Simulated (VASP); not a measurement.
# Sb (R-3m) in VASP: notebook

Sb is run at these levels: PBEsol; tasks: single point.

Program: VASP 6.6.1. These are calculated values, not measurements. Logs are shortened: lines on timing, memory, paths and dates and some standing lists are left out, and cuts for length are marked.

## 1. The cell of the first run

The structure is trigonal, space group R-3m (No. 166). The conventional cell has a = 5.009 Å, b = 5.009 Å, c = 4.356 Å, α = 90.00°, β = 90.00°, γ = 120.00°. Within 4.3 Å of Sb (site symmetry -3m) lie 12 Sb at 3.24 to 4.10 Å.

## 2. Single point, PBEsol

Contents of INCAR:

```
SYSTEM = Sb
PREC     = Accurate       ! precision mode
ENCUT    = 520            ! plane-wave cutoff, eV
EDIFF    = 1E-7           ! SCF threshold, eV
ISMEAR   = 0              ! smearing method
SIGMA    = 0.15           ! smearing width, eV
LREAL    = .False.        ! projectors in reciprocal space
LASPH    = .True.         ! aspherical terms in the spheres
NELM     = 60             ! most SCF steps
ALGO     = Normal         ! electronic algorithm
ISIF     = 2              ! what is computed and relaxed
LWAVE    = .False.        ! write WAVECAR
LCHARG   = .False.        ! write CHGCAR
GGA      = PS             ! functional
NBANDS   = 8              ! bands
```

Contents of KPOINTS:

```
regular mesh
0
Gamma
  16 16 16
  0 0 0
```

Contents of POSCAR:

```
Sb
1.0
    3.1997472110     -0.3424083731     -0.3424083731
   -0.3424083731      3.1997472110     -0.3424083731
   -0.3424083731     -0.3424083731      3.1997472110
Sb
1
Direct
    0.0000000000      0.0000000000      0.0000000000
```

Potentials or basis: VASP PAW PBE potentials, release 64 (Sb).

Started as:

```bash
cat potpaw_PBE.64/Sb/POTCAR > POTCAR
mpirun -np 1 vasp_std > vasp.out
```

OUTCAR:

```text
SYSTEM = Sb
   PREC = Accurate
   ENCUT = 520
   EDIFF = 1E-7
   ISMEAR = 0
   LREAL = .False.
   LASPH = .True.
   NELM = 60
   ISIF = 2
   GGA = PS

 ion  position               nearest neighbor table
   1  0.000  0.000  0.000-

  LATTYP: Found a trigonal (rhomboedric) cell.
 ALAT       =     3.2361812684
 COS(alpha) =    -0.1980352222

  Lattice vectors:

 A1 = (   3.1997472110,  -0.3424083731,  -0.3424083731)
 A2 = (  -0.3424083731,   3.1997472110,  -0.3424083731)
 A3 = (  -0.3424083731,  -0.3424083731,   3.1997472110)

Analysis of symmetry for initial positions (statically):
=====================================================================
 Subroutine PRICEL returns:
 Original cell was already a primitive cell.

 Routine SETGRP: Setting up the symmetry group for a
 trigonal (rhombohedral) supercell.

 Subroutine GETGRP returns: Found 12 space group operations
 (whereof 12 operations were pure point group operations)
 out of a pool of 12 trial point group operations.

The static configuration has the point symmetry D_3d.

Analysis of symmetry for dynamics (positions and initial velocities):
=====================================================================
 Subroutine PRICEL returns:
 Original cell was already a primitive cell.

 Routine SETGRP: Setting up the symmetry group for a
 trigonal (rhombohedral) supercell.

 Subroutine GETGRP returns: Found 12 space group operations
 (whereof 12 operations were pure point group operations)
 out of a pool of 12 trial point group operations.

The dynamic configuration has the point symmetry D_3d.

 Subroutine INISYM returns: Found 12 space group operations
 (whereof 12 operations are pure point group operations),
 and found     1 'primitive' translations

----------------------------------------------------------------------------------------

                                     Primitive cell

  volume of cell :      31.5545

  direct lattice vectors                    reciprocal lattice vectors
     3.199747211 -0.342408373 -0.342408373     0.320751082  0.038437113  0.038437113
    -0.342408373  3.199747211 -0.342408373     0.038437113  0.320751082  0.038437113
    -0.342408373 -0.342408373  3.199747211     0.038437113  0.038437113  0.320751082

  length of vectors
     3.236181268  3.236181268  3.236181268     0.325324576  0.325324576  0.325324576

  position of ions in fractional coordinates (direct lattice)
     0.000000000  0.000000000  0.000000000

  ion indices of the primitive-cell ions
   primitive index   ion index
                 1           1

----------------------------------------------------------------------------------------

 KPOINTS: regular mesh

Automatic generation of k-mesh.
 Grid dimensions read from file:
 generate k-points for:   16   16   16

 Generating k-lattice:

  Cartesian coordinates                     Fractional coordinates (reciprocal lattice)
     0.020046943  0.002402320  0.002402320     0.062500000  0.000000000  0.000000000
     0.002402320  0.020046943  0.002402320     0.000000000  0.062500000  0.000000000
     0.002402320  0.002402320  0.020046943     0.000000000  0.000000000  0.062500000

  Length of vectors
     0.020332786  0.020332786  0.020332786

  Shift w.r.t. Gamma in fractional coordinates (k-lattice)
     0.000000000  0.000000000  0.000000000

 Subroutine IBZKPT returns following result:
 ===========================================

 Found    417 irreducible k-points:

 Following reciprocal coordinates:
            Coordinates               Weight
  0.000000  0.000000  0.000000      1.000000
  0.062500  0.000000  0.000000      6.000000
  0.125000  0.000000  0.000000      6.000000
  0.187500  0.000000  0.000000      6.000000
  0.250000  0.000000  0.000000      6.000000
  0.312500 -0.000000  0.000000      6.000000
[... 16 lines left out ...]
 -0.125000  0.062500 -0.000000     12.000000
 -0.062500  0.062500  0.000000      6.000000
 [... further k-points ...]
   k-points           NKPTS =    417   k-points in BZ     NKDIM =    417   number of bands    NBANDS=      8
   number of dos      NEDOS =    301   number of ions     NIONS =      1
   total plane-waves  NPLWV =  13824
   dimension x,y,z NGX =    24 NGY =   24 NGZ =   24
   dimension x,y,z NGXF=    48 NGYF=   48 NGZF=   48
   ions per type =               1
   NGX,Y,Z   is equivalent  to a cutoff of  12.33, 12.33, 12.33 a.u.
   NGXF,Y,Z  is equivalent  to a cutoff of  24.66, 24.66, 24.66 a.u.
 SYSTEM =  Sb
   PREC   = accura    normal or accurate (medium, high low for compatibility)
   ISTART =      0    job   : 0-new  1-cont  2-samecut
   ICHARG =      2    charge: 1-file 2-atom 10-const
   ISPIN  =      1    spin polarized calculation?
   LNONCOLLINEAR =      F non collinear calculations
   LSORBIT =      F    spin-orbit coupling
   LASPH  =      T    aspherical Exc in radial PAW
   ENCUT  =  520.0 eV  38.22 Ry    6.18 a.u.   6.02  6.02  6.02*2*pi/ulx,y,z
   NELM   =     60;   NELMIN=  2; NELMDL= -5     # of ELM steps
   EDIFF  = 0.1E-06   stopping-criterion for ELM
   LREAL  =      F    real-space projection
   EDIFFG = 0.1E-05   stopping-criterion for IOM
   NSW    =      0    number of steps for IOM
   IBRION =     -1    ionic relax: 0-MD 1-quasi-New 2-CG
   NFREE  =      0    steps in history (QN), initial steepest desc. (CG)
   ISIF   =      2    stress and relaxation
   ISYM   =      2    0-nonsym 1-usesym 2-fastsym
   POTIM  = 0.5000    time-step for ionic-motion
   TEBEG  =    0.0;   TEEND  =   0.0 temperature during run
   PSTRESS=    0.0 pullay stress
   NELECT =       5.0000    total number of electrons
   NUPDOWN=      -1.0000    fix difference up-down
   EMIN   =  10.00;   EMAX   =-10.00  energy-range for DOS
   EFERMI =   0.00;   METHOD = LEGACY
   ISMEAR =     0;   SIGMA  =   0.15  broadening in eV -4-tet -1-fermi 0-gaus
   EFERMI_NEDOS =   21; number of points for ismear=-14 and -15
   IALGO  =     38    algorithm
   IMIX   =      4    mixing-type and parameters
     AMIX     =   0.40;   BMIX     =  1.00
     AMIX_MAG =   1.60;   BMIX_MAG =  1.00
  volume/ion in A,a.u.               =      31.55       212.94
  Fermi-wavevector in a.u.,A,eV,Ry     =   0.885886  1.674081 10.677766  0.784794
  Thomas-Fermi vector in A             =   2.006979
   LORBIT       =      0    0 simple, 1 ext, 2 COOP (PROOUT), +10 PAW based schemes
   GGA     = PS    functional components
   LHFCALC =     F    Hartree Fock is set to
   AEXX    =    0.0000 exact exchange contribution
   IVDW    =     0    specifies the selected vdW correction
   LEPSILON=     F    determine dielectric tensor
   LRPA    =     F    only Hartree local field effects (RPA)
 non-spin polarized calculation
 Gauss-broadening in eV      SIGMA  =   0.15
  energy-cutoff  :      520.00
  volume of cell :       31.55
 maximum number of plane-waves:       870
   NGX = 13   NGY = 13   NGZ = 13

 number of electron       4.9999999 magnetization

 Free energy of the ion-electron system (eV)
  ---------------------------------------------------
  ext. energy  EPLUGINS =         0.00000000
  ---------------------------------------------------
  free energy    TOTEN  =        -4.33684829 eV

  energy without entropy =       -4.32933963  energy(sigma->0) =       -4.33309396

 E-fermi :   6.2215     XC(G=0):  -9.5897

 val. band max:        6.2092930608   @ k =  -0.3750   0.3125   0.3125
 cond. band min:       6.2228818527   @ k =  -0.3125   0.4375   0.2500
 fundamental gap:      0.0135887920
 Fermi energy:         6.2214952269

 k-point     1 :       0.0000    0.0000    0.0000
  band No.  band energies     occupation
      1      -5.5506      2.00000
      2       9.0483      0.00000
      3      10.3888      0.00000
      4      10.3888      0.00000
      5      14.0251      0.00000
      6      14.0251      0.00000
      7      14.5575      0.00000
      8      20.2146      0.00000

 k-point     2 :       0.0625    0.0000    0.0000
  band No.  band energies     occupation
      1      -5.4944      2.00000
      2       8.7490      0.00000
      3       9.9639      0.00000
      4      10.3874      0.00000
      5      14.0952      0.00000
      6      14.3793      0.00000
      7      15.0654      0.00000
      8      19.4960      0.00000

 k-point     3 :       0.1250    0.0000    0.0000
  band No.  band energies     occupation
      1      -5.3271      2.00000
      2       7.6451      0.00000
      3       9.6465      0.00000
      4      10.3884      0.00000
      5      14.2820      0.00000
      6      14.7208      0.00000
      7      16.4281      0.00000
      8      18.7088      0.00000

 k-point     4 :       0.1875    0.0000    0.0000
  band No.  band energies     occupation
      1      -5.0531      2.00000
      2       6.2038      1.13275
      3       9.5706      0.00000
      4      10.4035      0.00000
      5      14.5082      0.00000
      6      15.1276      0.00000
      7      16.9787      0.00000
      8      18.2081      0.00000

 k-point     5 :       0.2500    0.0000    0.0000
  band No.  band energies     occupation
      1      -4.6825      2.00000
      2       4.7750      2.00000
      3       9.5619      0.00000
      4      10.4421      0.00000
      5      14.6347      0.00000
      6      15.4126      0.00000
      7      16.7482      0.00000
      8      17.8901      0.00000

 k-point     6 :       0.3125   -0.0000    0.0000
  band No.  band energies     occupation
      1      -4.2365      2.00000
      2       3.4699      2.00000
      3       9.5840      0.00000
      4      10.5050      0.00000
      5      14.5491      0.00000
      6      15.1839      0.00000
      7      17.1271      0.00000
      8      18.0479      0.00000

 k-point     7 :       0.3750    0.0000    0.0000
  band No.  band energies     occupation
      1      -3.7608      2.00000
      2       2.3667      2.00000
      3       9.6205      0.00000
      4      10.5805      0.00000
      5      14.3241      0.00000
      6      14.7827      0.00000
      7      17.9115      0.00000
      8      18.6150      0.00000
[... 133 lines left out ...]
 k-point    20 :      -0.3125    0.0625   -0.0000
  band No.  band energies     occupation
      1      -4.2820      2.00000
      2       3.7732      2.00000
      3       9.7784      0.00000
      4      10.6571      0.00000
      5      14.5080      0.00000
      6      15.0651      0.00000
      7      15.8448      0.00000
      8      17.4080      0.00000

 k-point    21 :      -0.2500    0.0625   -0.0000
  band No.  band energies     occupation
      1      -4.7147      2.00000
      2       5.1100      2.00000
      3       9.7737      0.00000
      4      10.6106      0.00000
      5      14.5402      0.00000
      6      15.2432      0.00000
      7      15.5925      0.00000
      8      17.3177      0.00000

 k-point    22 :      -0.1875    0.0625   -0.0000
  band No.  band energies     occupation
      1      -5.0661      2.00000
      2       6.5553      0.00165
      3       9.7123      0.00000
      4      10.4979      0.00000
      5      14.4450      0.00000
      6      14.8931      0.00000
      7      16.1025      0.00000
      8      17.6705      0.00000

 k-point    23 :      -0.1250    0.0625   -0.0000
  band No.  band energies     occupation
      1      -5.3180      2.00000
      2       7.9695      0.00000
      3       9.6501      0.00000
      4      10.3653      0.00000
      5      14.3120      0.00000
      6      14.7002      0.00000
      7      15.9628      0.00000
      8      17.7516      0.00000

 k-point    24 :      -0.0625    0.0625    0.0000
  band No.  band energies     occupation
      1      -5.4620      2.00000
      2       8.7985      0.00000
      3       9.8985      0.00000
      4      10.2918      0.00000
      5      14.1965      0.00000
      6      14.5615      0.00000
      7      14.9602      0.00000
      8      18.5280      0.00000

 [... further k-points ...]

------------------------ aborting loop because EDIFF is reached ----------------------------------------

  FORCE on cell =-STRESS in cart. coord.  units (eV):
  Direction    XX          YY          ZZ          XY          YZ          ZX
  --------------------------------------------------------------------------------------
  -------------------------------------------------------------------------------------
  Total       -1.3035118     -1.3035118     -1.3035118      0.3666842      0.3666842      0.3666842
  in kB      -66.1857200    -66.1857200    -66.1857200     18.6183665     18.6183665     18.6183665
  external PRESSURE =     -66.1857200 kB  Pullay stress =       0.0000000 kB

 VOLUME and BASIS-vectors are now :
 -----------------------------------------------------------------------------
  energy-cutoff  :      520.00
  volume of cell :       31.55
      direct lattice vectors                 reciprocal lattice vectors
     3.199747211 -0.342408373 -0.342408373     0.320751082  0.038437113  0.038437113
    -0.342408373  3.199747211 -0.342408373     0.038437113  0.320751082  0.038437113
    -0.342408373 -0.342408373  3.199747211     0.038437113  0.038437113  0.320751082

 POSITION                                       TOTAL-FORCE (eV/Angst)
 -----------------------------------------------------------------------------------
      0.00000      0.00000      0.00000        -0.000000      0.000000      0.000000
 -----------------------------------------------------------------------------------
    total drift:                                0.000000     -0.000000      0.000000

  FREE ENERGIE OF THE ION-ELECTRON SYSTEM (eV)
  ---------------------------------------------------
  free  energy   TOTEN  =        -4.3368482920 eV

  energy  without entropy=       -4.3293396302  energy(sigma->0) =       -4.33309396
```

It took 23 s on 1 thread of AMD EPYC 9R45 (Zen 5), shared host; peak memory 0.19 GiB.

Results:

```
Free energy : -4.3368 eV
Pressure    : -6.6 GPa
```

Levels at points of the mesh, in eV from the Fermi level:
| k point | band 1 | band 2 | band 3 | band 4 | band 5 | band 6 |
| --- | --- | --- | --- | --- | --- | --- |
| (0.00, 0.00, 0.00) | -11.77 | 2.83 | 4.17 | 4.17 | 7.80 | 7.80 |
| (0.50, 0.00, 0.00) | -9.40 | -4.94 | 3.45 | 4.45 | 7.82 | 8.17 |
| (0.50, 0.50, 0.00) | -7.55 | -4.13 | -1.38 | 3.22 | 5.13 | 9.60 |
| (0.50, 0.50, 0.50) | -5.52 | -2.06 | -2.06 | -0.08 | 3.85 | 3.85 |

Caveat: the PAW data sets were made with another functional, which shifts forces and pressure a little; spin-orbit coupling is left out, which moves the levels of the heavy elements.

## 3. Single point, PBEsol

Contents of INCAR:

```
SYSTEM = Sb
ALGO = Normal
EDIFF = 1E-7
ENCUT = 520
GGA = PS
ISIF = 2
ISMEAR = 0
LASPH = .True.
LCHARG = .False.
LREAL = .False.
LWAVE = .False.
NBANDS = 8
NELM = 80
PREC = Accurate
SIGMA = 0.15
```

Contents of KPOINTS:

```
k-points
0
Gamma
  16 16 16
  0 0 0
```

Contents of POSCAR:

```
Sb
1.0
    3.2031737935      0.3851323329      0.3851323329
    0.3851323329      3.2031737935      0.3851323329
    0.3851323329      0.3851323329      3.2031737935
Sb
1
Direct
    0.0000000000      0.0000000000      0.0000000000
```

Potentials or basis: VASP PAW PBE potentials, release 64 (Sb).

Started as:

```bash
cat potpaw_PBE.64/Sb/POTCAR > POTCAR
mpirun -np 1 vasp_std > vasp.out
```

Wall time 24 s (1 thread of AMD EPYC 9R45 (Zen 5), shared host); peak memory 0.19 GiB.

It converged, with:

```
Free energy : -4.2989 eV
Pressure    : -6.3 GPa
```

Stress tensor (GPa, compression positive):
```
-6.29 -2.02 -2.02
-2.02 -6.29 -2.02
-2.02 -2.02 -6.29
```

Levels at points of the mesh, in eV from the Fermi level:
| k point | band 1 | band 2 | band 3 | band 4 | band 5 |
| --- | --- | --- | --- | --- | --- |
| (0.00, 0.00, 0.00) | -11.79 | 3.23 | 3.23 | 4.60 | 7.69 |
| (0.50, 0.00, 0.00) | -9.43 | -4.98 | 3.88 | 4.55 | 8.22 |
| (0.50, 0.50, 0.00) | -7.43 | -3.95 | -1.64 | 2.97 | 3.94 |
| (0.50, 0.50, 0.50) | -6.07 | -3.67 | 0.34 | 0.34 | 4.56 |

Caveat: the PAW data sets were made with another functional, which shifts forces and pressure a little; spin-orbit coupling is left out, which moves the levels of the heavy elements.
